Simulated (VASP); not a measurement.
A run of VASP 6.6.1 is set up as follows.

The input INCAR:

```
ALGO = Normal ; EDIFF = 1E-6
ENCUT = 520 ; ISIF = 2
ISMEAR = 0 ; ISPIN = 2
LASPH = True ; LCHARG = False
LDAU = True ; LDAUJ = 0.9 0
LDAUL = 2 -1 ; LDAUPRINT = 1
LDAUTYPE = 1 ; LDAUU = 6 0
LMAXMIX = 4 ; LORBIT = 11
LREAL = False ; LWAVE = False
MAGMOM = 1 0 ; NBANDS = 19
NELM = 150 ; NUPDOWN = 1.0
PREC = Accurate ; SIGMA = 0.05
```

KPOINTS

```
k-points
0
Gamma
  8 8 8
```

Contents of POSCAR:

```
NiO
1.0
    0.0000000000      2.0913095100      2.0913095100
    2.0913095100      0.0000000000      2.0913095100
    2.0913095100      2.0913095100      0.0000000000
Ni O
1 1
Direct
    0.0000000000      0.0000000000      0.0000000000
    0.5000000000      0.5000000000      0.5000000000
```

Potentials or basis: VASP PAW LDA potentials, release 64 (Ni, O).

Command:

```bash
$ cat potpaw_LDA.64/Ni/POTCAR potpaw_LDA.64/O/POTCAR > POTCAR
$ mpirun -np 1 vasp_std > vasp.out
```

Task: Estimate the pressure.

Result: -23.3 GPa.

Eigenvalues of the final occupation matrices:
```tsv
site	spin	trace	eigenvalues
site 1 d	1	4.75	0.92 0.92 0.97 0.97 0.97
site 1 d	2	3.71	0.39 0.39 0.98 0.98 0.98
```

Caveat: the total moment is fixed, so each spin has its own Fermi level; a cell with one magnetic atom can't hold antiferromagnetic order, which such compounds often take. The state reached can hang on the start; a lower one may exist.
